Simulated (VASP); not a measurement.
# Pb (P6_3/mmc) in VASP: further runs

The runs below take Pb through electric field gradients, single point, with PBEsol.

Program: VASP 6.6.1. These are calculated values, not measurements. Logs are shortened: lines on timing, memory, paths and dates and some standing lists are left out, and cuts for length are marked.

## Step 1: The cell of the first run

The structure is hexagonal, space group P6_3/mmc (No. 194). Conventional cell: a = 3.548 Å, b = 3.548 Å, c = 5.700 Å, α = 90.00°, β = 90.00°, γ = 120.00°. Within 4.6 Å of Pb (site symmetry -6m2) lie 12 Pb at 3.51 to 3.55 Å.

This isn't the form of Pb at room conditions, which is fcc.

## Step 2: Electric field gradients, PBEsol (31.07 Å³/atom)

The input, INCAR:

```
ALGO = Normal
EDIFF = 1E-8
ENCUT = 520
GGA = PS
ISIF = 2
ISMEAR = -1
LASPH = True
LCHARG = False
LEFG = True
LREAL = False
LWAVE = False
NBANDS = 21
NELM = 60
PREC = Accurate
SIGMA = 0.05
```

The input, KPOINTS:

```
k-points
0
Gamma
  12 12 7
```

The input, POSCAR:

```
Pb
1.0
    3.5482533262      0.0000000000      0.0000000000
   -1.7741266631      3.0728775195      0.0000000000
    0.0000000000      0.0000000000      5.6996356773
Pb
2
Direct
    0.3333333333      0.6666666667      0.2500000000
    0.6666666667      0.3333333333      0.7500000000
```

Potentials or basis: VASP PAW PBE potentials, release 64 (Pb_d).

The run is started by

```console
$ cat potpaw_PBE.64/Pb_d/POTCAR > POTCAR
$ mpirun -np 1 vasp_std > vasp.out
```

OUTCAR:

```text
EDIFF = 1E-8
   ENCUT = 520
   GGA = PS
   ISIF = 2
   ISMEAR = -1
   LASPH = True
   LREAL = False
   NELM = 60
   PREC = Accurate

 ion  position               nearest neighbor table
   1  0.333  0.667  0.250-   2 3.51   2 3.51   2 3.51   2 3.51   2 3.51   2 3.51
   2  0.667  0.333  0.750-   1 3.51   1 3.51   1 3.51   1 3.51   1 3.51   1 3.51

  LATTYP: Found a hexagonal cell.
 ALAT       =     3.5482533262
 C/A-ratio  =     1.6063215203

  Lattice vectors:

 A1 = (   3.5482533262,   0.0000000000,   0.0000000000)
 A2 = (  -1.7741266631,   3.0728775195,   0.0000000000)
 A3 = (   0.0000000000,   0.0000000000,   5.6996356773)

Analysis of symmetry for initial positions (statically):
=====================================================================
 Subroutine PRICEL returns:
 Original cell was already a primitive cell.

 Routine SETGRP: Setting up the symmetry group for a
 hexagonal supercell.

 Subroutine GETGRP returns: Found 24 space group operations
 (whereof 12 operations were pure point group operations)
 out of a pool of 24 trial point group operations.

The static configuration has the point symmetry D_3d.
 The point group associated with its full space group is D_6h.

Analysis of symmetry for dynamics (positions and initial velocities):
=====================================================================
 Subroutine PRICEL returns:
 Original cell was already a primitive cell.

 Routine SETGRP: Setting up the symmetry group for a
 hexagonal supercell.

 Subroutine GETGRP returns: Found 24 space group operations
 (whereof 12 operations were pure point group operations)
 out of a pool of 24 trial point group operations.

The dynamic configuration has the point symmetry D_3d.
 The point group associated with its full space group is D_6h.

 Subroutine INISYM returns: Found 24 space group operations
 (whereof 12 operations are pure point group operations),
 and found     1 'primitive' translations

----------------------------------------------------------------------------------------

                                     Primitive cell

  volume of cell :      62.1451

  direct lattice vectors                    reciprocal lattice vectors
     3.548253326  0.000000000  0.000000000     0.281828806  0.162713937  0.000000000
    -1.774126663  3.072877519  0.000000000     0.000000000  0.325427875  0.000000000
     0.000000000  0.000000000  5.699635677     0.000000000  0.000000000  0.175449811

  length of vectors
     3.548253326  3.548253326  5.699635677     0.325427875  0.325427875  0.175449811

  position of ions in fractional coordinates (direct lattice)
     0.333333333  0.666666667  0.250000000
     0.666666667  0.333333333  0.750000000

  ion indices of the primitive-cell ions
   primitive index   ion index
                 1           1
                 2           2

----------------------------------------------------------------------------------------

 KPOINTS: k-points

Automatic generation of k-mesh.
 Grid dimensions read from file:
 generate k-points for:   12   12    7

 Generating k-lattice:

  Cartesian coordinates                     Fractional coordinates (reciprocal lattice)
     0.023485734  0.013559495  0.000000000     0.083333333  0.000000000  0.000000000
     0.000000000  0.027118990  0.000000000     0.000000000  0.083333333  0.000000000
     0.000000000  0.000000000  0.025064259     0.000000000  0.000000000  0.142857143

  Length of vectors
     0.027118990  0.027118990  0.025064259

  Shift w.r.t. Gamma in fractional coordinates (k-lattice)
     0.000000000  0.000000000  0.000000000

 Subroutine IBZKPT returns following result:
 ===========================================

 Found     76 irreducible k-points:

 Following reciprocal coordinates:
            Coordinates               Weight
  0.000000  0.000000  0.000000      1.000000
  0.083333  0.000000  0.000000      6.000000
  0.166667  0.000000  0.000000      6.000000
  0.250000  0.000000  0.000000      6.000000
  0.333333  0.000000  0.000000      6.000000
  0.416667  0.000000  0.000000      6.000000
[... 16 lines left out ...]
  0.250000  0.000000  0.142857     12.000000
  0.333333  0.000000  0.142857     12.000000
 [... further k-points ...]
   k-points           NKPTS =     76   k-points in BZ     NKDIM =     76   number of bands    NBANDS=     21
   number of dos      NEDOS =    301   number of ions     NIONS =      2
   total plane-waves  NPLWV =  32928
   dimension x,y,z NGX =    28 NGY =   28 NGZ =   42
   dimension x,y,z NGXF=    56 NGYF=   56 NGZF=   84
   ions per type =               2
   NGX,Y,Z   is equivalent  to a cutoff of  13.12, 13.12, 12.25 a.u.
   NGXF,Y,Z  is equivalent  to a cutoff of  26.24, 26.24, 24.50 a.u.
 SYSTEM =  unknown system
   PREC   = accura    normal or accurate (medium, high low for compatibility)
   ISTART =      0    job   : 0-new  1-cont  2-samecut
   ICHARG =      2    charge: 1-file 2-atom 10-const
   ISPIN  =      1    spin polarized calculation?
   LNONCOLLINEAR =      F non collinear calculations
   LSORBIT =      F    spin-orbit coupling
   LASPH  =      T    aspherical Exc in radial PAW
   ENCUT  =  520.0 eV  38.22 Ry    6.18 a.u.   6.60  6.60 10.60*2*pi/ulx,y,z
   NELM   =     60;   NELMIN=  2; NELMDL= -5     # of ELM steps
   EDIFF  = 0.1E-07   stopping-criterion for ELM
   LREAL  =      F    real-space projection
   EDIFFG = 0.1E-06   stopping-criterion for IOM
   NSW    =      0    number of steps for IOM
   IBRION =     -1    ionic relax: 0-MD 1-quasi-New 2-CG
   NFREE  =      0    steps in history (QN), initial steepest desc. (CG)
   ISIF   =      2    stress and relaxation
   ISYM   =      2    0-nonsym 1-usesym 2-fastsym
   POTIM  = 0.5000    time-step for ionic-motion
   TEBEG  =    0.0;   TEEND  =   0.0 temperature during run
   PSTRESS=    0.0 pullay stress
   NELECT =      28.0000    total number of electrons
   NUPDOWN=      -1.0000    fix difference up-down
   EMIN   =  10.00;   EMAX   =-10.00  energy-range for DOS
   EFERMI =   0.00;   METHOD = LEGACY
   ISMEAR =    -1;   SIGMA  =   0.05  broadening in eV -4-tet -1-fermi 0-gaus
   EFERMI_NEDOS =   21; number of points for ismear=-14 and -15
   IALGO  =     38    algorithm
   IMIX   =      4    mixing-type and parameters
     AMIX     =   0.40;   BMIX     =  1.00
     AMIX_MAG =   1.60;   BMIX_MAG =  1.00
  volume/ion in A,a.u.               =      31.07       209.69
  Fermi-wavevector in a.u.,A,eV,Ry     =   1.255043  2.371687 21.430976  1.575132
  Thomas-Fermi vector in A             =   2.388819
   LORBIT       =      0    0 simple, 1 ext, 2 COOP (PROOUT), +10 PAW based schemes
   GGA     = PS    functional components
   LHFCALC =     F    Hartree Fock is set to
   AEXX    =    0.0000 exact exchange contribution
   IVDW    =     0    specifies the selected vdW correction
   LEPSILON=     F    determine dielectric tensor
   LRPA    =     F    only Hartree local field effects (RPA)
 non-spin polarized calculation
  energy-cutoff  :      520.00
  volume of cell :       62.15
 maximum number of plane-waves:      1707
 NGX is ok and might be reduce to    28
   NGX = 13   NGY = 13   NGZ = 21

 number of electron      28.0000000 magnetization

 Free energy of the ion-electron system (eV)
  ---------------------------------------------------
  ext. energy  EPLUGINS =         0.00000000
  ---------------------------------------------------
  free energy    TOTEN  =        -7.95014770 eV

  energy without entropy =       -7.93766602  energy(sigma->0) =       -7.94390686

 E-fermi :   6.7823     XC(G=0): -10.2257

 val. band max:        6.7640947983   @ k =   0.3333   0.2500   0.0000
 cond. band min:       6.7987406488   @ k =   0.2500   0.0000   0.1429
 fundamental gap:      0.0346458504
 Fermi energy:         6.7822796956

 k-point     1 :       0.0000    0.0000    0.0000
  band No.  band energies     occupation
      1     -10.1707      2.00000
      2     -10.1375      2.00000
      3     -10.1209      2.00000
      4     -10.1209      2.00000
      5     -10.1004      2.00000
      6     -10.1004      2.00000
[... 13 lines left out ...]
     20      15.7167      0.00000
     21      18.1934      0.00000

 k-point     2 :       0.0833    0.0000    0.0000
  band No.  band energies     occupation
      1     -10.1679      2.00000
      2     -10.1438      2.00000
      3     -10.1076      2.00000
      4     -10.1062      2.00000
      5     -10.0964      2.00000
      6     -10.0862      2.00000
[... 13 lines left out ...]
     20      16.1834      0.00000
     21      17.6386      0.00000
[... 487 lines left out ...]
      5     -10.0691      2.00000
      6     -10.0158      2.00000
[... 13 lines left out ...]
     20      15.4186      0.00000
     21      16.5533      0.00000

 k-point    24 :       0.3333    0.0000    0.1429
  band No.  band energies     occupation
      1     -10.2426      2.00000
      2     -10.1698      2.00000
      3     -10.1356      2.00000
      4     -10.1174      2.00000
      5     -10.0436      2.00000
      6     -10.0162      2.00000
[... 13 lines left out ...]
     20      14.8370      0.00000
     21      16.9563      0.00000

 [... further k-points ...]
[... 5 lines left out ...]
  --------------------------------------------------------------------------------------
  -------------------------------------------------------------------------------------
  Total       -0.7778243     -0.7778243     -0.4561486      0.0000000      0.0000000      0.0000000
  in kB      -20.0532658    -20.0532658    -11.7600710      0.0000000      0.0000000      0.0000000
  external PRESSURE =     -17.2888675 kB  Pullay stress =       0.0000000 kB

 VOLUME and BASIS-vectors are now :
 -----------------------------------------------------------------------------
  energy-cutoff  :      520.00
  volume of cell :       62.15
      direct lattice vectors                 reciprocal lattice vectors
     3.548253326  0.000000000  0.000000000     0.281828806  0.162713937  0.000000000
    -1.774126663  3.072877519  0.000000000     0.000000000  0.325427875  0.000000000
     0.000000000  0.000000000  5.699635677     0.000000000  0.000000000  0.175449811

 POSITION                                       TOTAL-FORCE (eV/Angst)
 -----------------------------------------------------------------------------------
     -0.00000      2.04859      1.42491         0.000000     -0.000000      0.000000
      1.77413      1.02429      4.27473        -0.000000      0.000000      0.000000
 -----------------------------------------------------------------------------------
    total drift:                               -0.000000      0.000000     -0.000000

  FREE ENERGIE OF THE ION-ELECTRON SYSTEM (eV)
  ---------------------------------------------------
  free  energy   TOTEN  =        -7.9501477000 eV

  energy  without entropy=       -7.9376660222  energy(sigma->0) =       -7.94390686

 Electric field gradients (V/A^2)
---------------------------------------------------------------------
 ion       V_xx      V_yy      V_zz      V_xy      V_xz      V_yz
---------------------------------------------------------------------
   1       9.929     9.930   -19.860     0.001     0.000    -0.000
   2       9.929     9.930   -19.860     0.001    -0.000     0.000
---------------------------------------------------------------------

 Electric field gradients after diagonalization (V/A^2)
 (convention: |V_zz| > |V_xx| > |V_yy|)
----------------------------------------------------------------------
 ion       V_xx      V_yy      V_zz     asymmetry (V_yy - V_xx)/ V_zz
----------------------------------------------------------------------
   1       9.931     9.929   -19.860       0.000
   2       9.931     9.929   -19.860       0.000
----------------------------------------------------------------------

           NMR quadrupolar parameters

 Cq : quadrupolar parameter    Cq=e*Q*V_zz/h
 eta: asymmetry parameters     (V_yy - V_xx)/ V_zz
 Q  : nuclear electric quadrupole moment in mb (millibarn)
----------------------------------------------------------------------
 ion       Cq(MHz)       eta       Q (mb)
----------------------------------------------------------------------
   1      -0.048       0.000       1.000
   2      -0.048       0.000       1.000
----------------------------------------------------------------------
```

Run time: 2.2 min. Hardware: 1 thread of Intel Xeon 8259CL, shared host; peak memory 0.22 GiB.

Results:

```yaml
Free_energy: -7.9501 eV
Pressure: -1.7 GPa
Band_gap_on_the_k_mesh: zero (bands 14 and 15 overlap by 7.27 eV)
Largest_electric_field_gradient_by_atom: Pb -19.9 V/Å²
```

Stress tensor (GPa, compression positive):
```
-2.01  0.00  0.00
 0.00 -2.01  0.00
 0.00  0.00 -1.18
```

Levels at points of the mesh, in eV from the Fermi level:
```csv
k point,band 11,band 12,band 13,band 14,band 15,band 16,band 17,band 18
"(0.00, 0.00, 0.00)",-11.56,-7.93,-4.01,5.29,5.29,7.07,7.07,7.67
"(0.50, 0.00, 0.00)",-8.30,-7.11,-2.79,-1.31,-0.44,1.76,1.93,5.49
```

Electric field gradients, principal values (V/Å²):
| atom | least | middle | greatest (by size) |
| --- | --- | --- | --- |
| 1 Pb | 9.929 | 9.931 | -19.860 |
| 2 Pb | 9.929 | 9.931 | -19.860 |

Caveat: without QUAD_EFG the Cq values of the log hold for a quadrupole moment of 1 mb, not for the nuclei; the PAW data sets were made with another functional, which shifts forces and pressure a little; spin-orbit coupling is left out, which moves the levels of the heavy elements.

(Continued in part 2 of 3.)

The gap in the log of VASP goes by the Fermi energy; the results here count the filled bands.